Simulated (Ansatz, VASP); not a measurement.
One calculation of LiF3, two programs

```
Li F
1.0
    -2.24854    2.24854    2.24854
     2.24854   -2.24854    2.24854
     2.24854    2.24854   -2.24854
Li F
1 3
Direct
  0.00000 0.00000 0.00000
  0.00000 0.50000 0.50000
  0.50000 0.00000 0.50000
  0.50000 0.50000 0.00000
```

Alike in both runs: task relaxation of cell and atoms; functional PBE; k mesh 6 × 6 × 6; occupations gaussian, width 0.1 eV; collinear spin.

|  | VASP | Ansatz |
| --- | --- | --- |
| version | VASP 6.6.1 | Ansatz 0.2.0 |
| potentials or method | VASP PAW PBE potentials, release 64 (Li_sv, F_h), cutoff 910 eV | scalar-relativistic, plane waves, PAW |
| valence electrons in the cell | 24 | 24 |

Ansatz gave:

```
gap on the k mesh at the Fermi level, each at its own relaxed structure (eV) : none
net moment per atom (μB)                                                     : 0.50
size of the moment on the site where the two differ most (μB)                : 0.67
relaxed volume (Å³/atom)                                                     : 10.88
relaxed length of the cell vector where the two differ most in proportion (Å)              : 3.838
```

Problem. Which values does VASP return?

Solution. gap on the k mesh at the Fermi level, each at its own relaxed structure (eV): none; net moment per atom (μB): 0.50; size of the moment on the site where the two differ most (μB): 0.50; relaxed volume (Å³/atom): 10.71; relaxed length of the cell vector where the two differ most in proportion (Å): 3.818.

Site moments also hang on the region over which each program counts them. A gap of «none» marks a metal or a gap that the smearing closes.

Noted on VASP's run: the cutoff is under 1.25 times that of the potentials, so the pressure is a little rough.
